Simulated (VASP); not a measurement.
CdS, 2 atoms in the cell. It takes space group F-43m (No. 216, cubic). The conventional cell has a = 5.818 Å, b = 5.818 Å, c = 5.818 Å, α = 90.00°, β = 90.00°, γ = 90.00°. Within 3.3 Å of Cd (site symmetry -43m) lie 4 S at 2.52 Å. Within 3.3 Å of S (site symmetry -43m) lie 4 Cd at 2.52 Å. 

| Property | Result |
| --- | --- |
| Program | VASP 6.6.1 |
| Task | single point |
| Functional | PBE |
| Potentials or basis | VASP PAW PBE potentials, release 64 (Cd, S) |
| Cutoff | 500 eV |
| k mesh | 8 × 8 × 8 |
| Occupations | gaussian, width 0.01 eV |
| Spin | no spin polarisation |
| Dipole correction | no |
| Further INCAR settings | ALGO = Normal; EDIFF = 1e-06; NBANDS = 16 |

Potentials or basis: VASP PAW PBE potentials, release 64 (Cd, S).

Launch:

```console
$ cat potpaw_PBE.64/Cd/POTCAR potpaw_PBE.64/S/POTCAR > POTCAR
$ mpirun -np 1 vasp_std > vasp.out
```

Hardware: 1 thread of Intel(R) Xeon(R) 6975P-C (Granite Rapids), on a shared host.

**Question.** How long does it take, and how much memory?

**Answer.** Wall time 11 s on 1 thread of Intel(R) Xeon(R) 6975P-C (Granite Rapids), with other jobs on the host, peak memory 0.16 GiB. Counts: scf iterations 14, k points 29.
